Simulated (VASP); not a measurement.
# Al4Ga13N15 (a cell with a defect) in VASP: a series of runs, part 2 of 2

VASP 6.6.1. The steps go on from the part before.

### Step 3. Single point, PBEsol

INCAR reads:

```
PREC = Accurate ; ENCUT = 520
EDIFF = 1E-6 ; ISMEAR = 0
SIGMA = 0.01 ; LREAL = Auto
LASPH = T ; NELM = 60
ALGO = Normal ; ISIF = 2
LWAVE = F ; LCHARG = F
GGA = PS ; NBANDS = 150
NELECT = 258.0
```

KPOINTS reads:

```
Automatic mesh
0
Gamma
  2 2 2
  0.5 0.5 0.5
```

POSCAR reads:

```
Al4Ga13N15
1.0
   -4.4676279096      4.4676279096      4.4676279096
    4.4676279096     -4.4676279096      4.4676279096
    4.4676279096      4.4676279096     -4.4676279096
Al Ga N
4 13 15
Direct
   -0.0083753301     -0.0083753301     -0.0093110847
    0.5000000000      0.5000000000      0.0359069931
    0.5000000000      0.0083753301      0.4990642454
    0.0083753301      0.5000000000      0.4990642454
    0.2206339810      0.2206339810      0.4690624431
    0.7511276221      0.7511276221      0.5110623721
    0.7511745628      0.2596046971      0.0010681148
    0.2596046971      0.7511745628      0.0010681148
    0.2488723779      0.5000000000      0.2599347500
    0.7403953029     -0.0084301343      0.2414634177
    0.7793660190      0.5000000000      0.7484284622
    0.2488254372      0.0084301343      0.7498935520
    0.5000000000      0.2488723779      0.2599347500
   -0.0084301343      0.7403953029      0.2414634177
    0.0084301343      0.2488254372      0.7498935520
    0.5000000000      0.7793660190      0.7484284622
    0.5000000000      0.5000000000      0.7526512105
   -0.0001958610     -0.0001958610      0.7553318874
    0.0001958610      0.5000000000      0.2555277484
    0.5000000000      0.0001958610      0.2555277484
    0.5000000000      0.7660480637      0.4897656774
   -0.0186172841      0.2442865343      0.4892814073
    0.0186172841      0.7629038185      0.0078986914
    0.5000000000      0.2479541120      0.0116302659
    0.7660480637      0.5000000000      0.4897656774
    0.2442865343     -0.0186172841      0.4892814073
    0.2479541120      0.5000000000      0.0116302659
    0.7629038185      0.0186172841      0.0078986914
    0.2339519363      0.2339519363      0.2237176136
    0.7520458880      0.7520458880      0.2636761539
    0.7557134657      0.2370961815      0.7449948730
    0.2370961815      0.7557134657      0.7449948730
```

Potentials or basis: VASP PAW PBE potentials, release 64 (Al, Ga_d, N).

Command:

```
cat potpaw_PBE.64/Al/POTCAR potpaw_PBE.64/Ga_d/POTCAR potpaw_PBE.64/N/POTCAR > POTCAR
mpirun -np 1 vasp_std > vasp.out
```

OUTCAR:

```text
PREC = Accurate
   ENCUT = 520
   EDIFF = 1E-6
   ISMEAR = 0
   LREAL = Auto
   LASPH = T
   NELM = 60
   ISIF = 2
   GGA = PS
   NELECT = 258.0

 ion  position               nearest neighbor table
   1  0.992  0.992  0.991-  29 1.85  18 1.86  28 1.89  23 1.89   5 3.02   6 3.03  11 3.12  16 3.12

   2  0.500  0.500  0.036-  24 1.90  27 1.90  30 1.90  17 2.19   9 3.00  13 3.00   6 3.00  12 3.12
                            15 3.12   8 3.12   7 3.12  14 3.12  10 3.12
   3  0.500  0.008  0.499-  21 1.85  20 1.86  31 1.89  26 1.89  16 3.02  13 3.03  11 3.12   5 3.12

   4  0.008  0.500  0.499-  25 1.85  19 1.86  32 1.89  22 1.89  11 3.02   9 3.03  16 3.12   5 3.12

   5  0.221  0.221  0.469-  29 1.97  26 1.97  22 1.97  17 2.17   1 3.02   3 3.12   4 3.12
   6  0.751  0.751  0.511-  18 1.91  30 1.92  25 1.94  21 1.94   2 3.00   1 3.03
   7  0.751  0.260  0.001-  28 1.91  19 1.92  31 1.94  24 1.95   2 3.12
   8  0.260  0.751  0.001-  23 1.91  20 1.92  32 1.94  27 1.95   2 3.12
   9  0.249  0.500  0.260-  19 1.91  27 1.92  29 1.94  21 1.94   2 3.00   4 3.03
  10  0.740  0.992  0.241-  22 1.91  20 1.92  28 1.94  30 1.95   2 3.12
  11  0.779  0.500  0.748-  25 1.97  23 1.97  31 1.97  17 2.17   4 3.02   3 3.12   1 3.12
  12  0.249  0.008  0.750-  32 1.91  18 1.92  26 1.94  24 1.95   2 3.12
  13  0.500  0.249  0.260-  20 1.91  24 1.92  29 1.94  25 1.94   2 3.00   3 3.03
  14  0.992  0.740  0.241-  26 1.91  19 1.92  23 1.94  30 1.95   2 3.12
  15  0.008  0.249  0.750-  31 1.91  18 1.92  22 1.94  27 1.95   2 3.12
  16  0.500  0.779  0.748-  21 1.97  28 1.97  32 1.97  17 2.17   3 3.02   1 3.12   4 3.12
  17  0.500  0.500  0.753-  11 2.17  16 2.17   5 2.17   2 2.19
  18  1.000  1.000  0.755-   1 1.86   6 1.91  12 1.92  15 1.92
  19  0.000  0.500  0.256-   4 1.86   9 1.91   7 1.92  14 1.92
  20  0.500  0.000  0.256-   3 1.86  13 1.91  10 1.92   8 1.92
  21  0.500  0.766  0.490-   3 1.85   6 1.94   9 1.94  16 1.97
  22  0.981  0.244  0.489-   4 1.89  10 1.91  15 1.94   5 1.97
[... 8 lines left out ...]
  31  0.756  0.237  0.745-   3 1.89  15 1.91   7 1.94  11 1.97
  32  0.237  0.756  0.745-   4 1.89  12 1.91   8 1.94  16 1.97

  LATTYP: Found a body centered cubic cell.
 ALAT       =     8.9352558192

  Lattice vectors:

 A1 = (  -4.4676279096,   4.4676279096,   4.4676279096)
[... 203 lines left out ...]
 maximum number of plane-waves:      9604
 NGX is ok and might be reduce to    60
   NGX = 29   NGY = 29   NGZ = 29

 number of electron     257.9999956 magnetization

 Free energy of the ion-electron system (eV)
  ---------------------------------------------------
  ext. energy  EPLUGINS =         0.00000000
  ---------------------------------------------------
  free energy    TOTEN  =      -191.88674989 eV

  energy without entropy =     -191.88674989  energy(sigma->0) =     -191.88674989

 E-fermi :   7.6300     XC(G=0): -11.9541

 val. band max:        7.5771406339   @ k =   0.2500   0.2500   0.2500
 cond. band min:       8.9114608420   @ k =  -0.2500   0.2500   0.2500
 fundamental gap:      1.3343202081
 Fermi energy:         7.6299924544

 k-point     1 :       0.2500    0.2500    0.2500
  band No.  band energies     occupation
      1      -9.8347      2.00000
      2      -9.8204      2.00000
      3      -9.8204      2.00000
      4      -9.5263      2.00000
      5      -9.2818      2.00000
      6      -9.2377      2.00000
[... 133 lines left out ...]
    140      11.2603      0.00000
    141      11.2603      0.00000

 k-point     2 :      -0.2500    0.2500    0.2500
  band No.  band energies     occupation
      1     -10.1393      2.00000
      2      -9.6218      2.00000
      3      -9.5441      2.00000
      4      -9.4259      2.00000
      5      -9.3896      2.00000
      6      -9.3013      2.00000
[... 133 lines left out ...]
    140      11.7498      0.00000
    141      11.8033      0.00000
 [bands above 141 left out]

------------------------ aborting loop because EDIFF is reached ----------------------------------------

  FORCE on cell =-STRESS in cart. coord.  units (eV):
  Direction    XX          YY          ZZ          XY          YZ          ZX
  --------------------------------------------------------------------------------------
  -------------------------------------------------------------------------------------
  Total       45.3986519     45.3986519     45.3986519      0.4209481     -0.4209481     -0.4209481
  in kB      203.9212864    203.9212864    203.9212864      1.8908110     -1.8908110     -1.8908110
  external PRESSURE =     203.9212864 kB  Pullay stress =       0.0000000 kB

 VOLUME and BASIS-vectors are now :
 -----------------------------------------------------------------------------
  energy-cutoff  :      520.00
  volume of cell :      356.69
      direct lattice vectors                 reciprocal lattice vectors
    -4.467627910  4.467627910  4.467627910     0.000000000  0.111916214  0.111916214
     4.467627910 -4.467627910  4.467627910     0.111916214  0.000000000  0.111916214
     4.467627910  4.467627910 -4.467627910     0.111916214  0.111916214  0.000000000

 POSITION                                       TOTAL-FORCE (eV/Angst)
 -----------------------------------------------------------------------------------
      4.42603      4.42603      4.43439        -0.010562     -0.010562     -0.003331
      0.16042      0.16042      4.30721        -0.004453     -0.004453      0.004453
      0.03324      4.42603      0.04160         0.003331     -0.010562      0.010562
      4.42603      0.03324      0.04160        -0.010562      0.003331      0.010562
      2.09560      2.09560     -0.12418         0.011769      0.011769      0.025444
      2.28324      2.28324      4.42828        -0.003122     -0.003122      0.022900
[... 24 lines left out ...]
      1.01137      5.64535      1.10714        -0.005005      0.017939      0.007151
      5.64535      1.01137      1.10714         0.017939     -0.005005      0.007151
 -----------------------------------------------------------------------------------
    total drift:                               -0.008330     -0.008330      0.008265

  FREE ENERGIE OF THE ION-ELECTRON SYSTEM (eV)
  ---------------------------------------------------
  free  energy   TOTEN  =      -191.8867498854 eV

  energy  without entropy=     -191.8867498854  energy(sigma->0) =     -191.88674989
```

stdout:

```text
POSCAR found type information on POSCAR AlGaN
 POSCAR found :  3 types and      32 ions
 scaLAPACK will be used
 -----------------------------------------------------------------------------
|                                                                             |
|                                                                             |
|     You enforced a specific xc type in the INCAR file but a different       |
|     I HOPE YOU KNOW WHAT YOU ARE DOING!                                     |
|                                                                             |
 -----------------------------------------------------------------------------

 LDA part: xc-table for (Slater+PW92), standard interpolation
 POSCAR, INCAR and KPOINTS ok, starting setup
 FFT: planning ... GRIDC
 FFT: planning ... GRID_SOFT
 FFT: planning ... GRID
 WAVECAR not read
 entering main loop
 the old and the new charge density differ
 old charge density:   256.00000 new  258.00000
    0.304E+01
```

Wall time 14 min (1 thread of Intel Xeon 8259CL, shared host); peak memory 0.52 GiB.

Results:

* Free energy: -191.8867 eV
* Largest force: 0.042 eV/Å

Forces on the atoms (eV/Å):
```
Al  -0.011 -0.011 -0.003
Al  -0.004 -0.004  0.004
Al   0.003 -0.011  0.011
Al  -0.011  0.003  0.011
Ga   0.012  0.012  0.025
Ga  -0.003 -0.003  0.023
Ga  -0.002 -0.006  0.008
Ga  -0.006 -0.002  0.008
Ga  -0.003 -0.023  0.003
Ga  -0.006 -0.008  0.002
Ga   0.012 -0.025 -0.012
Ga  -0.002 -0.008  0.006
Ga  -0.023 -0.003  0.003
Ga  -0.008 -0.006  0.002
Ga  -0.008 -0.002  0.006
Ga  -0.025  0.012 -0.012
Ga  -0.005 -0.005  0.005
N   -0.001 -0.001  0.014
N   -0.001 -0.014  0.001
N   -0.014 -0.001  0.001
N   -0.015  0.028 -0.028
N   -0.007 -0.005 -0.018
N   -0.007  0.018  0.005
N    0.014  0.020 -0.020
N    0.028 -0.015 -0.028
N   -0.005 -0.007 -0.018
N    0.020  0.014 -0.020
N    0.018 -0.007  0.005
N    0.028  0.028  0.015
N    0.020  0.020 -0.014
N   -0.005  0.018  0.007
N    0.018 -0.005  0.007
```

Caveat: the cell carries a net charge on a neutralising background, which shifts energy and pressure; the cell is charged against a uniform background, so pressure and absolute levels hang on convention; the PAW data sets were made with another functional, which shifts forces and pressure a little.
